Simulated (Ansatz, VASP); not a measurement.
BaS in VASP and in Ansatz

The input POSCAR:

```
BaS
1.0
    0.0000000000      3.2117958753      3.2117958753
    3.2117958753      0.0000000000      3.2117958753
    3.2117958753      3.2117958753      0.0000000000
Ba S
1 1
Direct
    0.0000000000      0.0000000000      0.0000000000
    0.5000000000      0.5000000000      0.5000000000
```

The input INCAR.step1:

```
PREC = Accurate
ENCUT = 520
ISMEAR = 0
SIGMA = 0.01
LREAL = F
LASPH = T
NELM = 60
NBANDS = 15
GGA = PE
ALGO = Normal
EDIFF = 1E-4
LWAVE = T
LCHARG = F
```

INCAR.step2

```
PREC = Accurate
ENCUT = 520
EDIFF = 1E-6
ISMEAR = 0
SIGMA = 0.01
LREAL = F
LASPH = T
NELM = 60
ALGO = Normal
ISIF = 2
LWAVE = F
LCHARG = F
METAGGA = R2SCAN
LMIXTAU = T
NBANDS = 15
ISTART = 1
```

File KPOINTS:

```
regular mesh
0
Gamma
  8 8 8
```

Input for Ansatz:

```yaml
crystal:
  lattice:
    - [0.0, 3.2117958753, 3.2117958753]
    - [3.2117958753, 0.0, 3.2117958753]
    - [3.2117958753, 3.2117958753, 0.0]
  atoms:
    - { symbol: Ba, position: [0.0, 0.0, 0.0] }
    - { symbol: S, position: [0.5, 0.5, 0.5] }
kpoints:
  mp_grid: { grid: [8, 8, 8] }
  band_path:
    path:
      - [0.0, 0.0, 0.0]
      - [0.5, 0.0, 0.5]
      - [0.625, 0.25, 0.625]
      - [0.375, 0.375, 0.75]
      - [0.5, 0.5, 0.5]
      - [0.5, 0.25, 0.75]
      - [0.0, 0.5, 0.5]
    npoints: 1
hamiltonian:
  xc: r2scan
scf:
  occupations: { method: fixed }
  n_extra_bands: 4
output:
  forces: true
  stress: true
  eigenvalues: true
```

Alike in both runs: task single point; functional r2SCAN; k mesh 8 × 8 × 8; no spin polarisation.

|  | VASP | Ansatz |
| --- | --- | --- |
| version | VASP 6.6.1 | Ansatz 0.2.0 |
| potentials or method | VASP PAW PBE potentials, release 64 (Ba_sv, S) | plane waves, PAW |
| plane-wave cutoff (eV) | 520 | 500 |
| occupations | gaussian, width 0.01 eV | fixed |
| valence electrons in the cell | 16 | 16 |

VASP gave:

* gap on the k mesh at the Fermi level (eV): 2.49
* pressure (GPa): 0.6

Problem. Estimate Ansatz's values.

Solution. gap on the k mesh at the Fermi level (eV): 2.58; pressure (GPa): 0.0.

VASP's potentials were made for PBE, not for r2SCAN.

Neither program's run includes spin-orbit coupling.
